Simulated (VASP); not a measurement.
# KTmI4 (P2/m) in VASP: relaxation of cell and atoms with PBE

Aim: the relaxation of cell and atoms of KTmI4 with PBE.

Program: VASP 6.6.1. These are calculated values, not measurements. Logs are shortened: lines on timing, memory, paths and dates and some standing lists are left out, and cuts for length are marked.

## Step 1: The cell of the first run

It takes space group P2/m (No. 10, monoclinic). Conventional cell: a = 6.486 Å, b = 4.016 Å, c = 7.523 Å, α = 90.00°, β = 90.17°, γ = 90.00°. Within 4.1 Å of K (site symmetry 2/m) lie 6 I at 2.98 to 3.01 Å and 2 K at 4.02 Å. Within 4.1 Å of Tm (site symmetry 2/m) lie 6 I at 3.04 to 3.05 Å and 2 Tm at 4.02 Å. I (site symmetry m) has 1 K at 2.98 Å and 2 Tm at 3.05 Å and 11 I at 3.16 to 4.38 Å within 4.4 Å. Within 4.5 Å of I (site symmetry m) lie 2 K at 3.01 Å and 1 Tm at 3.04 Å and 12 I at 3.14 to 4.49 Å.

The cell was generated, and may not be a known phase.

## Step 2: Relaxation of cell and atoms, PBE

File INCAR:

```
PREC     = Accurate       # precision mode
ENCUT    = 500            # plane-wave cutoff, eV
EDIFF    = 1E-7           # SCF threshold, eV
ISMEAR   = 0              # smearing method
SIGMA    = 0.15           # smearing width, eV
LREAL    = False          # projectors in reciprocal space
LASPH    = True           # aspherical terms in the spheres
NELM     = 200            # most SCF steps
ALGO     = Normal         # electronic algorithm
ISIF     = 3              # what is computed and relaxed
LWAVE    = False          # write WAVECAR
LCHARG   = False          # write CHGCAR
GGA      = PE             # functional
IBRION   = 2              # ionic algorithm
NSW      = 36             # ionic steps
EDIFFG   = -0.08          # ionic threshold
GGA_COMPAT= False        
NELMIN   = 4            
LMAXMIX  = 6              # l up to which the mixer works
```

File KPOINTS:

```
regular mesh
0
Gamma
  2 3 2
```

File POSCAR:

```
KTmI4
1.0
    6.4859979100      0.0000000000      0.0000000000
    0.0000000000      4.0158291400      0.0000000000
   -0.0216749000      0.0000000000      7.5231800000
K Tm I
1 1 4
Direct
    0.5000000000      0.5000000000      0.5000000000
    0.0000000000      0.0000000000      0.0000000000
    0.3159920900      0.5000000000      0.1372188800
    0.6840079100      0.5000000000      0.8627811200
    0.8109286400      0.0000000000      0.3692703200
    0.1890713600      0.0000000000      0.6307296800
```

Potentials or basis: VASP PAW PBE potentials, release 64 (K_sv, Tm_3, I), 4f in core.

Launch:

```sh
> cat potpaw_PBE.64/K_sv/POTCAR potpaw_PBE.64/Tm_3/POTCAR potpaw_PBE.64/I/POTCAR > POTCAR
> mpirun -np 1 vasp_std > vasp.out
```

OUTCAR:

```text
PREC = Accurate
   ENCUT = 500
   EDIFF = 1E-7
   ISMEAR = 0
   LREAL = False
   LASPH = True
   NELM = 200
   ISIF = 3
   GGA = PE
   IBRION = 2
   NSW = 36
   EDIFFG = -0.08
   NELMIN = 4

 ion  position               nearest neighbor table
   1  0.500  0.500  0.500-   3 2.98   4 2.98   5 3.01   6 3.01   5 3.01   6 3.01
   2  0.000  0.000  0.000-   5 3.04   6 3.04   3 3.05   4 3.05   3 3.05   4 3.05
   3  0.316  0.500  0.137-   1 2.98   2 3.05   2 3.05   4 3.16
   4  0.684  0.500  0.863-   1 2.98   2 3.05   2 3.05   3 3.16
   5  0.811  0.000  0.369-   1 3.01   1 3.01   2 3.04   6 3.14
   6  0.189  0.000  0.631-   1 3.01   1 3.01   2 3.04   5 3.14

  LATTYP: Found a simple monoclinic cell.
 ALAT       =     6.4859979100
 B/A-ratio  =     0.6191536284
 C/A-ratio  =     1.1599157644
 COS(beta)  =    -0.0028810702

  Lattice vectors:

 A1 = (   6.4859979100,   0.0000000000,   0.0000000000)
 A2 = (   0.0000000000,   4.0158291400,   0.0000000000)
 A3 = (  -0.0216749000,   0.0000000000,   7.5231800000)

Analysis of symmetry for initial positions (statically):
=====================================================================
 Subroutine PRICEL returns:
 Original cell was already a primitive cell.

 Routine SETGRP: Setting up the symmetry group for a
 simple monoclinic supercell.

 Subroutine GETGRP returns: Found  4 space group operations
 (whereof  4 operations were pure point group operations)
 out of a pool of  4 trial point group operations.

The static configuration has the point symmetry C_2h.

Analysis of symmetry for dynamics (positions and initial velocities):
=====================================================================
 Subroutine PRICEL returns:
 Original cell was already a primitive cell.

 Routine SETGRP: Setting up the symmetry group for a
 simple monoclinic supercell.

 Subroutine GETGRP returns: Found  4 space group operations
 (whereof  4 operations were pure point group operations)
 out of a pool of  4 trial point group operations.

The dynamic configuration has the point symmetry C_2h.

 Subroutine INISYM returns: Found  4 space group operations
 (whereof  4 operations are pure point group operations),
 and found     1 'primitive' translations

----------------------------------------------------------------------------------------

                                     Primitive cell

  volume of cell :     195.9537

  direct lattice vectors                    reciprocal lattice vectors
     6.485997910  0.000000000  0.000000000     0.154178280  0.000000000  0.000444200
     0.000000000  4.015829140  0.000000000     0.000000000  0.249014578  0.000000000
    -0.021674900  0.000000000  7.523180000     0.000000000  0.000000000  0.132922514

  length of vectors
     6.485997910  4.015829140  7.523211224     0.154178920  0.249014578  0.132922514

  position of ions in fractional coordinates (direct lattice)
     0.500000000  0.500000000  0.500000000
     0.000000000  0.000000000  0.000000000
     0.315992090  0.500000000  0.137218880
     0.684007910  0.500000000  0.862781120
     0.810928640  0.000000000  0.369270320
     0.189071360  0.000000000  0.630729680

  ion indices of the primitive-cell ions
   primitive index   ion index
                 1           1
                 2           2
                 3           3
                 4           4
                 5           5
                 6           6

----------------------------------------------------------------------------------------

 KPOINTS: regular mesh

Automatic generation of k-mesh.
 Grid dimensions read from file:
 generate k-points for:    2    3    2

 Generating k-lattice:

  Cartesian coordinates                     Fractional coordinates (reciprocal lattice)
     0.077089140  0.000000000  0.000222100     0.500000000  0.000000000 -0.000000000
     0.000000000  0.083004859  0.000000000     0.000000000  0.333333333  0.000000000
     0.000000000  0.000000000  0.066461257     0.000000000  0.000000000  0.500000000

  Length of vectors
     0.077089460  0.083004859  0.066461257

  Shift w.r.t. Gamma in fractional coordinates (k-lattice)
     0.000000000  0.000000000  0.000000000

 Subroutine IBZKPT returns following result:
 ===========================================

 Found      8 irreducible k-points:

 Following reciprocal coordinates:
            Coordinates               Weight
  0.000000  0.000000  0.000000      1.000000
  0.500000  0.000000 -0.000000      1.000000
  0.000000  0.333333  0.000000      2.000000
  0.500000  0.333333 -0.000000      2.000000
  0.000000  0.000000  0.500000      1.000000
  0.500000  0.000000  0.500000      1.000000
  0.000000  0.333333  0.500000      2.000000
  0.500000  0.333333  0.500000      2.000000
   k-points           NKPTS =      8   k-points in BZ     NKDIM =      8   number of bands    NBANDS=     27
   number of dos      NEDOS =    301   number of ions     NIONS =      6
   total plane-waves  NPLWV =  80640
   dimension x,y,z NGX =    48 NGY =   30 NGZ =   56
   dimension x,y,z NGXF=    96 NGYF=   60 NGZF=  112
   ions per type =               1   1   4
   NGX,Y,Z   is equivalent  to a cutoff of  12.30, 12.42, 12.37 a.u.
   NGXF,Y,Z  is equivalent  to a cutoff of  24.61, 24.84, 24.75 a.u.
 SYSTEM =  unknown system
   PREC   = accura    normal or accurate (medium, high low for compatibility)
   ISTART =      0    job   : 0-new  1-cont  2-samecut
   ICHARG =      2    charge: 1-file 2-atom 10-const
   ISPIN  =      1    spin polarized calculation?
   LNONCOLLINEAR =      F non collinear calculations
   LSORBIT =      F    spin-orbit coupling
   LASPH  =      T    aspherical Exc in radial PAW
   ENCUT  =  500.0 eV  36.75 Ry    6.06 a.u.  11.83  7.32 13.72*2*pi/ulx,y,z
   NELM   =    200;   NELMIN=  4; NELMDL= -5     # of ELM steps
   EDIFF  = 0.1E-06   stopping-criterion for ELM
   LREAL  =      F    real-space projection
   EDIFFG = -.8E-01   stopping-criterion for IOM
   NSW    =     36    number of steps for IOM
   IBRION =      2    ionic relax: 0-MD 1-quasi-New 2-CG
   NFREE  =      1    steps in history (QN), initial steepest desc. (CG)
   ISIF   =      3    stress and relaxation
   ISYM   =      2    0-nonsym 1-usesym 2-fastsym
   POTIM  = 0.5000    time-step for ionic-motion
   TEBEG  =    0.0;   TEEND  =   0.0 temperature during run
   PSTRESS=    0.0 pullay stress
   NELECT =      46.0000    total number of electrons
   NUPDOWN=      -1.0000    fix difference up-down
   EMIN   =  10.00;   EMAX   =-10.00  energy-range for DOS
   EFERMI =   0.00;   METHOD = LEGACY
   ISMEAR =     0;   SIGMA  =   0.15  broadening in eV -4-tet -1-fermi 0-gaus
   EFERMI_NEDOS =   21; number of points for ismear=-14 and -15
   IALGO  =     38    algorithm
   IMIX   =      4    mixing-type and parameters
     AMIX     =   0.40;   BMIX     =  1.00
     AMIX_MAG =   1.60;   BMIX_MAG =  1.00
  volume/ion in A,a.u.               =      32.66       220.39
  Fermi-wavevector in a.u.,A,eV,Ry     =   1.009895  1.908425 13.876421  1.019888
  Thomas-Fermi vector in A             =   2.142851
   LORBIT       =      0    0 simple, 1 ext, 2 COOP (PROOUT), +10 PAW based schemes
   GGA     = PE    functional components
   LHFCALC =     F    Hartree Fock is set to
   AEXX    =    0.0000 exact exchange contribution
   IVDW    =     0    specifies the selected vdW correction
   LEPSILON=     F    determine dielectric tensor
   LRPA    =     F    only Hartree local field effects (RPA)
 conjugate gradient relaxation of ions
 non-spin polarized calculation
 Gauss-broadening in eV      SIGMA  =   0.15
  energy-cutoff  :      500.00
  volume of cell :      195.95
 maximum number of plane-waves:      5016
 NGX is ok and might be reduce to    48
   NGX = 23   NGY = 15   NGZ = 27

--------------------------------------- Ionic step        1  -------------------------------------------

 number of electron      46.0000005 magnetization

 Free energy of the ion-electron system (eV)
  ---------------------------------------------------
  ext. energy  EPLUGINS =         0.00000000
  ---------------------------------------------------
  free energy    TOTEN  =       -16.87983666 eV

  energy without entropy =      -16.87982765  energy(sigma->0) =      -16.87983215

------------------------ aborting loop because EDIFF is reached ----------------------------------------

  FORCE on cell =-STRESS in cart. coord.  units (eV):
  Direction    XX          YY          ZZ          XY          YZ          ZX
  --------------------------------------------------------------------------------------
  -------------------------------------------------------------------------------------
  Total       12.3291198      9.8999452      9.5200178      0.0000000      0.0000000      0.2668019
  in kB      100.8066471     80.9449744     77.8385721      0.0000000      0.0000000      2.1814537
  external PRESSURE =      86.5300645 kB  Pullay stress =       0.0000000 kB
[... 101 lines left out ...]
  FREE ENERGIE OF THE ION-ELECTRON SYSTEM (eV)
  ---------------------------------------------------
  free  energy   TOTEN  =       -18.7967623943 eV

  energy  without entropy=      -18.7967623943  energy(sigma->0) =      -18.79676239

[... ionic steps 4 to 11 ...]

--------------------------------------- Ionic step       12  -------------------------------------------

 number of electron      46.0000004 magnetization

------------------------ aborting loop because EDIFF is reached ----------------------------------------

  FORCE on cell =-STRESS in cart. coord.  units (eV):
  Direction    XX          YY          ZZ          XY          YZ          ZX
  --------------------------------------------------------------------------------------
  -------------------------------------------------------------------------------------
  Total       -0.1008184     -0.2974598     -0.2124160      0.0000000      0.0000000      0.1212812
  in kB       -0.5670576     -1.6730768     -1.1947438      0.0000000      0.0000000      0.6821519
  external PRESSURE =      -1.1449594 kB  Pullay stress =       0.0000000 kB
[... 65 lines left out ...]
  energy  without entropy=      -19.8827498159  energy(sigma->0) =      -19.88274982

--------------------------------------- Ionic step       14  -------------------------------------------

 number of electron      46.0000007 magnetization

 Free energy of the ion-electron system (eV)
  ---------------------------------------------------
  ext. energy  EPLUGINS =         0.00000000
  ---------------------------------------------------
  free energy    TOTEN  =       -19.88842622 eV

  energy without entropy =      -19.88842622  energy(sigma->0) =      -19.88842622

 E-fermi :   0.9824     XC(G=0):  -7.1675

 val. band max:        0.2990542922   @ k =   0.5000   0.0000   0.5000
 cond. band min:       2.8307355837   @ k =   0.0000   0.0000   0.0000
 fundamental gap:      2.5316812915
 Fermi energy:         0.9823687402

 k-point     1 :       0.0000    0.0000    0.0000
  band No.  band energies     occupation
      1     -28.9800      2.00000
      2     -24.9281      2.00000
      3     -24.8636      2.00000
      4     -24.8080      2.00000
      5     -12.4893      2.00000
      6     -12.4708      2.00000
[... 262 lines left out ...]
  FREE ENERGIE OF THE ION-ELECTRON SYSTEM (eV)
  ---------------------------------------------------
  free  energy   TOTEN  =       -19.8884262212 eV

  energy  without entropy=      -19.8884262211  energy(sigma->0) =      -19.88842622

 reached required accuracy - stopping structural energy minimisation
```

Wall time 4.6 min (1 thread of Intel Xeon 6975P-C (Granite Rapids), shared host); peak memory 0.3 GiB.

What came out:

```yaml
Free_energy: -19.8884 eV
Relaxed_volume: 47.69 Å³/atom
Relaxed_cell: a = 7.483 Å, b = 4.544 Å, c = 8.431 Å, α = 90.00°, β = 86.54°, γ = 90.00°
Space_group_after_relaxing_to_0.1_Å: P2/m (No. 10)
Energy_gained_by_relaxing: 501.4 meV/atom
Ionic_steps: 14
Pressure_after_relaxing: -0.1 GPa
Largest_force_after_relaxing: 0.071 eV/Å
Band_gap_on_the_k_mesh: 2.53 eV (least direct gap 2.56 eV)
```

Forces on the atoms (eV/Å):
```
K    0.000  0.000  0.000
Tm   0.000  0.000  0.000
I    0.001  0.000  0.005
I   -0.001  0.000 -0.005
I   -0.071  0.000 -0.004
I    0.071  0.000  0.004
```

Stress tensor (GPa, compression positive):
```
-0.02  0.00  0.06
 0.00  0.04  0.00
 0.06  0.00 -0.20
```

Step by step:
```
step  energy change (eV)  largest force (eV/Å)  pressure (GPa)  volume (Å³)
   1              0.0000                2.2214            8.65       195.95
   2             -1.8643                1.6830           -0.57       250.32
   3             -1.9169                1.6376           -1.55       263.85
   4             -2.4690                1.2284           -0.75       259.60
   5             -2.7824                0.5139            1.43       252.90
   6             -2.7900                0.5832            1.01       253.91
   7             -2.9327                0.2506            0.34       265.17
   8             -2.9589                0.2253            0.00       273.71
   9             -2.9590                0.2188            0.03       272.99
  10             -2.9839                0.1379            0.02       277.14
  11             -2.9928                0.2106            0.06       281.64
  12             -3.0011                0.1218           -0.11       284.85
  13             -3.0029                0.0859           -0.23       287.17
  14             -3.0086                0.0713           -0.06       286.14
```

Final structure:
```
K Tm I
1.0
     7.47921    0.00000    0.23679
     0.00000    4.54379    0.00000
     0.24235    0.00000    8.42741
K Tm I
1 1 4
Direct
  0.50000 0.50000 0.50000
  0.00000 0.00000 0.00000
  0.23559 0.50000 0.11408
  0.76441 0.50000 0.88592
  0.80287 0.00000 0.31434
  0.19713 0.00000 0.68566
```

Levels at points of the mesh, in eV from the valence-band top:
| k point | band 20 | band 21 | band 22 | band 23 | band 24 | band 25 | band 26 | band 27 |
| --- | --- | --- | --- | --- | --- | --- | --- | --- |
| (0.00, 0.00, 0.00) | -0.32 | -0.23 | -0.17 | -0.02 | 2.53 | 3.72 | 3.72 | 3.83 |
| (0.50, 0.00, 0.00) | -0.27 | -0.27 | -0.14 | -0.11 | 2.57 | 3.76 | 3.83 | 4.86 |
| (0.00, 0.00, 0.50) | -0.37 | -0.33 | -0.08 | -0.05 | 2.55 | 3.77 | 3.92 | 4.57 |
| (0.50, 0.00, 0.50) | -0.65 | -0.39 | -0.01 | 0.00 | 2.56 | 3.72 | 3.76 | 4.51 |

Caveat: the k points lie up to 0.46 Å⁻¹ apart in the final cell; the volume moved by over 15 % at a fixed basis, so the end points are rough; spin-orbit coupling is left out, which moves the levels of the heavy elements; the 4f electrons are frozen in the core, so they carry no moment and show no levels; the relaxation stopped at a loose force limit of 0.08 eV/Å, so its end isn't a converged minimum. Spin polarisation is off, so any magnetic state and its effect on volume and gap are missing.
